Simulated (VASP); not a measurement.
# La (P6/mmm) in VASP: a series of runs, part 2 of 2

VASP 6.6.1.

## (3) Single point, PBE

INCAR

```
SYSTEM = La
PREC = Accurate
ENCUT = 520
EDIFF = 1E-6
ISMEAR = -1
SIGMA = 0.05
LREAL = .False.
LASPH = .True.
NELM = 60
ALGO = Normal
ISIF = 2
LWAVE = .False.
LCHARG = .True.
GGA = PE
LELF = .True.
LVHAR = .True.
NBANDS = 24
```

KPOINTS

```
Automatic mesh
0
Gamma
  7 7 9
  0 0 0
```

POSCAR

```
La
1.0
    5.7325207008      0.0000000000      0.0000000000
   -2.8662603504      4.9645085546      0.0000000000
    0.0000000000      0.0000000000      3.4091924088
La
3
Direct
    0.0000000000      0.0000000000      0.0000000000
    0.3333333333      0.6666666667      0.5000000000
    0.6666666667      0.3333333333      0.5000000000
```

Potentials or basis: VASP PAW PBE potentials, release 64 (La).

Run with:

```bash
> cat potpaw_PBE.64/La/POTCAR > POTCAR
> mpirun -np 1 vasp_std > vasp.out
```

It took 97 s on 1 thread of AMD EPYC 9R45 (Zen 5), shared host; peak memory 0.26 GiB.

The run converged. Its results:

```yaml
Free_energy: -14.3952 eV
Pressure: 4.4 GPa
```

Levels at points of the mesh, in eV from the Fermi level:
| k point | band 13 | band 14 | band 15 | band 16 | band 17 | band 18 | band 19 | band 20 | band 21 | band 22 |
| --- | --- | --- | --- | --- | --- | --- | --- | --- | --- | --- |
| (0.00, 0.00, 0.00) | -2.97 | -1.67 | 0.39 | 0.74 | 0.74 | 0.82 | 0.82 | 0.99 | 1.63 | 1.85 |

Caveat: spin-orbit coupling is left out, which moves the levels of the heavy elements.

## (4) Single point, PBE

INCAR

```
  PREC = Accurate
  ENCUT = 520
  EDIFF = 1E-6
  ISMEAR = -1
  SIGMA = 0.05
  LREAL = False
  LASPH = True
  NELM = 60
  ALGO = Normal
  ISIF = 2
  LWAVE = False
  LCHARG = False
  GGA = PE
  NBANDS = 24
```

KPOINTS

```
regular mesh
0
Gamma
  7 7 9
```

POSCAR

```
La
1.0
    5.7300909624      0.0000000000      0.0000000000
   -2.8650454812      4.9624043395      0.0000000000
    0.0000000000      0.0000000000      3.4079444882
La
3
Direct
    0.0000000000      0.0000000000      0.0000000000
    0.3333333333      0.6666666667      0.5000000000
    0.6666666667      0.3333333333      0.5000000000
```

Potentials or basis: VASP PAW PBE potentials, release 64 (La).

Run with:

```bash
> cat potpaw_PBE.64/La/POTCAR > POTCAR
> mpirun -np 1 vasp_std > vasp.out
```

OUTCAR:

```text
PREC = Accurate
   ENCUT = 520
   EDIFF = 1E-6
   ISMEAR = -1
   LREAL = False
   LASPH = True
   NELM = 60
   ISIF = 2
   GGA = PE

 ion  position               nearest neighbor table
   1  0.000  0.000  0.000-
   2  0.333  0.667  0.500-   3 3.31   3 3.31   3 3.31
   3  0.667  0.333  0.500-   2 3.31   2 3.31   2 3.31

  LATTYP: Found a hexagonal cell.
 ALAT       =     5.7300909624
 C/A-ratio  =     0.5947452685

  Lattice vectors:

 A1 = (   5.7300909624,   0.0000000000,   0.0000000000)
 A2 = (  -2.8650454812,   4.9624043395,   0.0000000000)
 A3 = (   0.0000000000,   0.0000000000,   3.4079444882)

Analysis of symmetry for initial positions (statically):
=====================================================================
 Subroutine PRICEL returns:
 Original cell was already a primitive cell.

 Routine SETGRP: Setting up the symmetry group for a
 hexagonal supercell.

 Subroutine GETGRP returns: Found 24 space group operations
 (whereof 24 operations were pure point group operations)
[... 156 lines left out ...]
 number of electron      32.9999998 magnetization

 Free energy of the ion-electron system (eV)
  ---------------------------------------------------
  ext. energy  EPLUGINS =         0.00000000
  ---------------------------------------------------
  free energy    TOTEN  =       -14.39194164 eV

  energy without entropy =      -14.36509332  energy(sigma->0) =      -14.37851748

 E-fermi :   9.2485     XC(G=0): -10.1395

 val. band max:        9.2479912027   @ k =   0.1429   0.0000   0.2222
 cond. band min:       9.2661322709   @ k =   0.2857   0.2857   0.3333
 fundamental gap:      0.0181410682
 Fermi energy:         9.2485133284

 k-point     1 :       0.0000    0.0000    0.0000
  band No.  band energies     occupation
      1     -23.5193      2.00000
      2     -23.1386      2.00000
      3     -23.0685      2.00000
      4      -7.7831      2.00000
      5      -7.7831      2.00000
      6      -7.4129      2.00000
[... 637 lines left out ...]
     23      10.8267      0.00000
     24      11.1897      0.00000

 [... further k-points ...]
[... 5 lines left out ...]
  --------------------------------------------------------------------------------------
  -------------------------------------------------------------------------------------
  Total        2.7126388      2.7126388      2.6916758      0.0000000     -0.0000000      0.0000000
  in kB       44.8493734     44.8493734     44.5027817      0.0000000     -0.0000000      0.0000000
  external PRESSURE =      44.7338429 kB  Pullay stress =       0.0000000 kB

 VOLUME and BASIS-vectors are now :
 -----------------------------------------------------------------------------
  energy-cutoff  :      520.00
  volume of cell :       96.90
      direct lattice vectors                 reciprocal lattice vectors
     5.730090962  0.000000000  0.000000000     0.174517299  0.100757610  0.000000000
    -2.865045481  4.962404339  0.000000000     0.000000000  0.201515220  0.000000000
     0.000000000  0.000000000  3.407944488     0.000000000  0.000000000  0.293432010

 POSITION                                       TOTAL-FORCE (eV/Angst)
 -----------------------------------------------------------------------------------
      0.00000      0.00000      0.00000        -0.000000      0.000000      0.000000
     -0.00000      3.30827      1.70397        -0.000000      0.000000      0.000000
      2.86505      1.65413      1.70397         0.000000      0.000000     -0.000000
 -----------------------------------------------------------------------------------
    total drift:                               -0.000000      0.000000     -0.000000

  FREE ENERGIE OF THE ION-ELECTRON SYSTEM (eV)
  ---------------------------------------------------
  free  energy   TOTEN  =       -14.3919416410 eV

  energy  without entropy=      -14.3650933229  energy(sigma->0) =      -14.37851748
```

stdout:

```text
POSCAR found type information on POSCAR La
 POSCAR found :  1 types and       3 ions
 scaLAPACK will be used
 LDA part: xc-table for (Slater+PW92), standard interpolation
 POSCAR, INCAR and KPOINTS ok, starting setup
 FFT: planning ... GRIDC
 FFT: planning ... GRID_SOFT
 FFT: planning ... GRID
 WAVECAR not read
 entering main loop
```

It took 78 s on 1 thread of Intel Xeon 6975P-C (Granite Rapids), shared host; peak memory 0.28 GiB.

What came out:

- Free energy: -14.3919 eV
- Pressure: 4.5 GPa

Levels at points of the mesh, in eV from the Fermi level:
```
           k point  band 13  band 14  band 15  band 16  band 17  band 18  band 19  band 20  band 21  band 22
(0.00, 0.00, 0.00)    -2.96    -1.67     0.39     0.74     0.74     0.83     0.83     0.99     1.63     1.85
```

Caveat: spin-orbit coupling is left out, which moves the levels of the heavy elements.

## (5) Single point, PBE

INCAR

```
SYSTEM = La
PREC = Accurate
ENCUT = 520
EDIFF = 1E-6
ISMEAR = -1
SIGMA = 0.05
LREAL = .FALSE.
LASPH = .TRUE.
NELM = 60
ALGO = Normal
ISIF = 2
LWAVE = .FALSE.
LCHARG = .TRUE.
GGA = PE
LELF = .TRUE.
LVHAR = .TRUE.
NBANDS = 24
```

KPOINTS

```
Automatic mesh
0
G
  7 7 9
  0 0 0
```

POSCAR

```
La
1.0
    5.7325206323      0.0000000000      0.0000000000
   -2.8662603161      4.9645084953      0.0000000000
    0.0000000000      0.0000000000      3.4091924499
La
3
Direct
    0.0000000000      0.0000000000      0.0000000000
    0.3333333333      0.6666666667      0.5000000000
    0.6666666667      0.3333333333      0.5000000000
```

Run with:

```bash
> cat potpaw_PBE.64/La/POTCAR > POTCAR
> mpirun -np 1 vasp_std > vasp.out
```

Run time: 82 s. Hardware: 1 thread of Intel Xeon 6975P-C (Granite Rapids), shared host; peak memory 0.28 GiB.

The run converged. Its results:

| Quantity | Value |
| --- | --- |
| Free energy | -14.3952 eV |
| Pressure | 4.4 GPa |

Levels at points of the mesh, in eV from the Fermi level:
```tsv
k point	band 13	band 14	band 15	band 16	band 17	band 18	band 19	band 20	band 21	band 22
(0.00, 0.00, 0.00)	-2.97	-1.67	0.39	0.74	0.74	0.82	0.82	0.99	1.63	1.85
```

Caveat: spin-orbit coupling is left out, which moves the levels of the heavy elements.

## (6) Relaxation of cell and atoms, PBE, target pressure 4.4 GPa, at which the enthalpy is minimised

INCAR

```
SYSTEM = La
PREC = Accurate ; ENCUT = 600
EDIFF = 1E-6 ; ISMEAR = -1
SIGMA = 0.05 ; LREAL = .FALSE.
LASPH = .TRUE. ; NELM = 100
ALGO = Normal ; ISIF = 3
LWAVE = .FALSE. ; LCHARG = .FALSE.
GGA = PE ; IBRION = 2
NSW = 32 ; EDIFFG = -0.005
PSTRESS = 44.0
```

KPOINTS

```
regular mesh
0
G
  7 7 9
  0 0 0
```

POSCAR

```
La
1.0
    5.7300909624      0.0000000000      0.0000000000
   -2.8650454812      4.9624043395      0.0000000000
    0.0000000000      0.0000000000      3.4079444882
La
3
Direct
    0.0000000000      0.0000000000      0.0000000000
    0.3333333333      0.6666666667      0.5000000000
    0.6666666667      0.3333333333      0.5000000000
```

Potentials or basis: VASP PAW PBE potentials, release 64 (La).

Run with:

```bash
> cat potpaw_PBE.64/La/POTCAR > POTCAR
> mpirun -np 1 vasp_std > vasp.out
```

Wall time 4.2 min (1 thread of Oxide Virtual Turin-like, shared host); peak memory 0.27 GiB.

Results (log left out):

* Free energy: -14.3996 eV
* Relaxed volume: 32.37 Å³/atom
* Relaxed cell: a = 5.735 Å, b = 5.735 Å, c = 3.409 Å, α = 90.00°, β = 90.00°, γ = 120.00°
* Space group after relaxing (to 0.05 Å): P6/mmm (No. 191)
* Energy change on relaxing (the enthalpy is what falls): -1.8 meV/atom
* Ionic steps: 2
* Pressure after relaxing: 4.4 GPa

The path:
```tsv
step	energy change (eV)	largest force (eV/Å)	pressure (GPa)	volume (Å³)
1	0.0000	0.0000	4.47	96.90
2	-0.0054	0.0000	4.39	97.10
```

Final structure:
```
La
1.0
     5.73453    0.00000    0.00000
    -2.86727    4.96625    0.00000
     0.00000    0.00000    3.40949
La
3
Direct
  0.00000 0.00000 0.00000
  0.33333 0.66667 0.50000
  0.66667 0.33333 0.50000
```

Levels at points of the mesh, in eV from the Fermi level:
```csv
k point,band 13,band 14,band 15,band 16,band 17,band 18,band 19,band 20
"(0.00, 0.00, 0.00)",-2.97,-1.66,0.39,0.74,0.74,0.82,0.82,0.99
```

Caveat: the cell is relaxed towards a set pressure, so the enthalpy falls and the energy may rise; spin-orbit coupling is left out, which moves the levels of the heavy elements.

## (7) The runs side by side

| task | cell | cutoff (eV) | gap on the mesh (eV) | pressure (GPa) |
| --- | --- | --- | --- | --- |
| single point | a = 5.730, b = 5.730, c = 3.408 Å, angles 90.0, 90.0, 120.0°, 3 atoms | 520 | none | 4.5 |
| single point | a = 5.733, b = 5.733, c = 3.409 Å, angles 90.0, 90.0, 120.0°, 3 atoms | 520 | none | 4.4 |
| relaxation of cell and atoms | relaxed to 4.4 GPa from a = 5.730, b = 5.730, c = 3.408 Å, angles 90.0, 90.0, 120.0°, 3 atoms | 600 | none | 4.4 |

Alike in all rows: level PBE; potentials or basis VASP PAW PBE potentials, release 64 (La); no spin polarisation; k mesh 7 × 7 × 9; smearing fermi-dirac 0.05 eV.

Caveats: spin-orbit coupling is left out, which moves the levels of the heavy elements; the cell is relaxed towards a set pressure, so the enthalpy falls and the energy may rise (some runs).

Absolute energies hang on the potentials; compare differences alone.
